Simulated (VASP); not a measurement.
# Mo (Fd-3m) in VASP: notebook

Mo is run at these levels: PBEsol; tasks: single point.

Everything below comes from runs of VASP 6.6.1. Logs are shortened: lines on timing, memory, paths and dates and some standing lists are left out, and cuts for length are marked.

**1. The cell of the first run**

Symmetry: Fd-3m, No. 227, cubic system. The conventional cell has a = 4.300 Å, b = 4.300 Å, c = 4.300 Å, α = 90.00°, β = 90.00°, γ = 90.00°. Mo (site symmetry -43m) has 4 Mo at 1.86 Å within 2.5 Å.

**2. Single point, PBEsol (volume scaled by 0.45)**

INCAR reads:

```
PREC = Accurate
ENCUT = 520
EDIFF = 1E-6
ISMEAR = -1
SIGMA = 0.08
LREAL = F
LASPH = T
NELM = 80
ALGO = Normal
ISIF = 2
LWAVE = F
LCHARG = F
GGA = PS
NBANDS = 21
```

KPOINTS reads:

```
regular mesh
0
Gamma
  12 12 12
```

POSCAR reads:

```
Mo
1.0
    0.0000000000      2.1501248718      2.1501248718
    2.1501248718      0.0000000000      2.1501248718
    2.1501248718      2.1501248718      0.0000000000
Mo
2
Direct
   -0.1250000000     -0.1250000000     -0.1250000000
    0.1250000000      0.1250000000      0.1250000000
```

Potentials or basis: VASP PAW PBE potentials, release 64 (Mo_sv).

Started as:

```console
$ cat potpaw_PBE.64/Mo_sv/POTCAR > POTCAR
$ mpirun -np 1 vasp_std > vasp.out
```

OUTCAR:

```text
PREC = Accurate
   ENCUT = 520
   EDIFF = 1E-6
   ISMEAR = -1
   LREAL = F
   LASPH = T
   NELM = 80
   ISIF = 2
   GGA = PS

 ion  position               nearest neighbor table
   1  0.875  0.875  0.875-   2 1.86   2 1.86   2 1.86   2 1.86
   2  0.125  0.125  0.125-   1 1.86   1 1.86   1 1.86   1 1.86

  LATTYP: Found a face centered cubic cell.
 ALAT       =     4.3002497436

  Lattice vectors:

 A1 = (   0.0000000000,   2.1501248718,   2.1501248718)
 A2 = (   2.1501248718,   0.0000000000,   2.1501248718)
 A3 = (   2.1501248718,   2.1501248718,   0.0000000000)

Analysis of symmetry for initial positions (statically):
=====================================================================
 Subroutine PRICEL returns:
 Original cell was already a primitive cell.

 Routine SETGRP: Setting up the symmetry group for a
 face centered cubic supercell.

 Subroutine GETGRP returns: Found 48 space group operations
 (whereof 12 operations were pure point group operations)
 out of a pool of 48 trial point group operations.

The static configuration has the point symmetry D_3d.
 The point group associated with its full space group is O_h .

Analysis of symmetry for dynamics (positions and initial velocities):
=====================================================================
 Subroutine PRICEL returns:
 Original cell was already a primitive cell.

 Routine SETGRP: Setting up the symmetry group for a
 face centered cubic supercell.

 Subroutine GETGRP returns: Found 48 space group operations
 (whereof 12 operations were pure point group operations)
 out of a pool of 48 trial point group operations.

The dynamic configuration has the point symmetry D_3d.
 The point group associated with its full space group is O_h .

 Subroutine INISYM returns: Found 48 space group operations
 (whereof 12 operations are pure point group operations),
 and found     1 'primitive' translations

----------------------------------------------------------------------------------------

                                     Primitive cell

  volume of cell :      19.8802

  direct lattice vectors                    reciprocal lattice vectors
     0.000000000  2.150124872  2.150124872    -0.232544633  0.232544633  0.232544633
     2.150124872  0.000000000  2.150124872     0.232544633 -0.232544633  0.232544633
     2.150124872  2.150124872  0.000000000     0.232544633  0.232544633 -0.232544633

[... 78 lines left out ...]
   LNONCOLLINEAR =      F non collinear calculations
   LSORBIT =      F    spin-orbit coupling
   LASPH  =      T    aspherical Exc in radial PAW
   ENCUT  =  520.0 eV  38.22 Ry    6.18 a.u.   5.65  5.65  5.65*2*pi/ulx,y,z
   NELM   =     80;   NELMIN=  2; NELMDL= -5     # of ELM steps
   EDIFF  = 0.1E-05   stopping-criterion for ELM
   LREAL  =      F    real-space projection
   EDIFFG = 0.1E-04   stopping-criterion for IOM
   NSW    =      0    number of steps for IOM
   IBRION =     -1    ionic relax: 0-MD 1-quasi-New 2-CG
   NFREE  =      0    steps in history (QN), initial steepest desc. (CG)
   ISIF   =      2    stress and relaxation
   ISYM   =      2    0-nonsym 1-usesym 2-fastsym
   POTIM  = 0.5000    time-step for ionic-motion
   TEBEG  =    0.0;   TEEND  =   0.0 temperature during run
   PSTRESS=    0.0 pullay stress
   NELECT =      28.0000    total number of electrons
   NUPDOWN=      -1.0000    fix difference up-down
   EMIN   =  10.00;   EMAX   =-10.00  energy-range for DOS
   EFERMI =   0.00;   METHOD = LEGACY
   ISMEAR =    -1;   SIGMA  =   0.08  broadening in eV -4-tet -1-fermi 0-gaus
   EFERMI_NEDOS =   21; number of points for ismear=-14 and -15
   IALGO  =     38    algorithm
   IMIX   =      4    mixing-type and parameters
     AMIX     =   0.40;   BMIX     =  1.00
     AMIX_MAG =   1.60;   BMIX_MAG =  1.00
  volume/ion in A,a.u.               =       9.94        67.08
  Fermi-wavevector in a.u.,A,eV,Ry     =   1.835075  3.467789 45.817624  3.367500
  Thomas-Fermi vector in A             =   2.888556
   LORBIT       =      0    0 simple, 1 ext, 2 COOP (PROOUT), +10 PAW based schemes
   GGA     = PS    functional components
   LHFCALC =     F    Hartree Fock is set to
   AEXX    =    0.0000 exact exchange contribution
   IVDW    =     0    specifies the selected vdW correction
   LEPSILON=     F    determine dielectric tensor
   LRPA    =     F    only Hartree local field effects (RPA)
 non-spin polarized calculation
  energy-cutoff  :      520.00
  volume of cell :       19.88
 maximum number of plane-waves:       547
   NGX = 11   NGY = 11   NGZ = 11

 number of electron      28.0000000 magnetization

 Free energy of the ion-electron system (eV)
  ---------------------------------------------------
  ext. energy  EPLUGINS =         0.00000000
  ---------------------------------------------------
  free energy    TOTEN  =         0.82151226 eV

  energy without entropy =        0.84521249  energy(sigma->0) =        0.83336237

 E-fermi :  21.3410     XC(G=0): -15.7801

 val. band max:       21.3229355911   @ k =  -0.2500   0.3333   0.0833
 cond. band min:      21.3795872551   @ k =   0.5000   0.3333   0.1667
 fundamental gap:      0.0566516641
 Fermi energy:        21.3410224930

 k-point     1 :       0.0000    0.0000    0.0000
  band No.  band energies     occupation
      1     -44.7390      2.00000
      2     -37.0426      2.00000
      3     -18.9984      2.00000
      4     -18.9984      2.00000
      5     -18.9984      2.00000
      6     -13.0359      2.00000
[... 565 lines left out ...]
     20      30.4607      0.00000
     21      38.6207      0.00000

 [... further k-points ...]

------------------------ aborting loop because EDIFF is reached ----------------------------------------

  FORCE on cell =-STRESS in cart. coord.  units (eV):
  Direction    XX          YY          ZZ          XY          YZ          ZX
  --------------------------------------------------------------------------------------
  -------------------------------------------------------------------------------------
  Total       64.6742715     64.6742715     64.6742715     -0.0000000      0.0000000      0.0000000
  in kB     5212.2001405   5212.2001405   5212.2001405     -0.0000000      0.0000000      0.0000000
  external PRESSURE =    5212.2001405 kB  Pullay stress =       0.0000000 kB

 VOLUME and BASIS-vectors are now :
 -----------------------------------------------------------------------------
  energy-cutoff  :      520.00
  volume of cell :       19.88
      direct lattice vectors                 reciprocal lattice vectors
     0.000000000  2.150124872  2.150124872    -0.232544633  0.232544633  0.232544633
     2.150124872  0.000000000  2.150124872     0.232544633 -0.232544633  0.232544633
     2.150124872  2.150124872  0.000000000     0.232544633  0.232544633 -0.232544633

 POSITION                                       TOTAL-FORCE (eV/Angst)
 -----------------------------------------------------------------------------------
      3.76272      3.76272      3.76272         0.000000     -0.000000      0.000000
      0.53753      0.53753      0.53753        -0.000000      0.000000     -0.000000
 -----------------------------------------------------------------------------------
    total drift:                                0.000000      0.000000      0.000000

  FREE ENERGIE OF THE ION-ELECTRON SYSTEM (eV)
  ---------------------------------------------------
  free  energy   TOTEN  =         0.8215122579 eV

  energy  without entropy=        0.8452124877  energy(sigma->0) =        0.83336237
```

stdout:

```text
POSCAR found type information on POSCAR Mo
 POSCAR found :  1 types and       2 ions
 scaLAPACK will be used
 -----------------------------------------------------------------------------
|                                                                             |
|                                                                             |
|     You enforced a specific xc type in the INCAR file but a different       |
|     I HOPE YOU KNOW WHAT YOU ARE DOING!                                     |
|                                                                             |
 -----------------------------------------------------------------------------

 LDA part: xc-table for (Slater+PW92), standard interpolation
 POSCAR, INCAR and KPOINTS ok, starting setup
 FFT: planning ... GRIDC
 FFT: planning ... GRID_SOFT
 FFT: planning ... GRID
 WAVECAR not read
 entering main loop
```

Wall time 11 s (1 thread of Intel Xeon 6975P-C (Granite Rapids), shared host); peak memory 0.15 GiB.

Results:

| Quantity | Value |
| --- | --- |
| Free energy | 0.8215 eV |
| Pressure | 521.2 GPa |
| Band gap on the k mesh | zero (band 14 reaches 22.35 eV, above the bottom of band 15 at 19.99 eV) |

Levels at points of the mesh, in eV from the Fermi level:
```
           k point  band 11  band 12  band 13  band 14  band 15  band 16  band 17  band 18
(0.00, 0.00, 0.00)    -8.49    -3.67    -3.67    -3.67     3.67     3.67     3.67     9.94
(0.50, 0.00, 0.00)    -7.68    -6.09    -6.09    -4.09     2.79     5.45     5.45     7.88
(0.50, 0.50, 0.00)    -6.17    -6.17    -2.40    -2.40     4.47     4.47     7.62     7.62
```

Caveat: the PAW data sets were made with another functional, which shifts forces and pressure a little.

**3. Single point, PBEsol (volume scaled by 0.55)**

INCAR reads:

```
PREC     = Accurate       # precision mode
ENCUT    = 520            # plane-wave cutoff, eV
EDIFF    = 1E-6           # SCF threshold, eV
ISMEAR   = -1             # smearing method
SIGMA    = 0.08           # smearing width, eV
LREAL    = F              # projectors in reciprocal space
LASPH    = T              # aspherical terms in the spheres
NELM     = 100            # most SCF steps
ALGO     = Normal         # electronic algorithm
ISIF     = 2              # what is computed and relaxed
LWAVE    = F              # write WAVECAR
LCHARG   = F              # write CHGCAR
GGA      = PS             # functional
NBANDS   = 21             # bands
```

KPOINTS is that of step 2.

POSCAR reads:

```
Mo
1.0
    0.0000000000      2.2988664467      2.2988664467
    2.2988664467      0.0000000000      2.2988664467
    2.2988664467      2.2988664467      0.0000000000
Mo
2
Direct
   -0.1250000000     -0.1250000000     -0.1250000000
    0.1250000000      0.1250000000      0.1250000000
```

Potentials or basis: VASP PAW PBE potentials, release 64 (Mo_sv).

Started as:

```console
$ cat potpaw_PBE.64/Mo_sv/POTCAR > POTCAR
$ mpirun -np 1 vasp_std > vasp.out
```

It took 9.7 s on 1 thread of Intel Xeon 6975P-C (Granite Rapids), shared host; peak memory 0.16 GiB.

It converged, with:

| Quantity | Value |
| --- | --- |
| Free energy | -9.4218 eV |
| Pressure | 255.6 GPa |
| Band gap on the k mesh | zero (band 14 reaches 17.59 eV, above the bottom of band 15 at 16.00 eV) |

Levels at points of the mesh, in eV from the Fermi level:
```
           k point  band 12  band 13  band 14  band 15  band 16  band 17
(0.00, 0.00, 0.00)    -2.89    -2.89    -2.89     2.59     2.59     2.59
(0.50, 0.00, 0.00)    -4.50    -4.50    -3.17     1.94     4.38     4.38
(0.50, 0.50, 0.00)    -4.55    -1.19    -1.19     2.75     2.75     6.73
```

Caveat: the PAW data sets were made with another functional, which shifts forces and pressure a little.
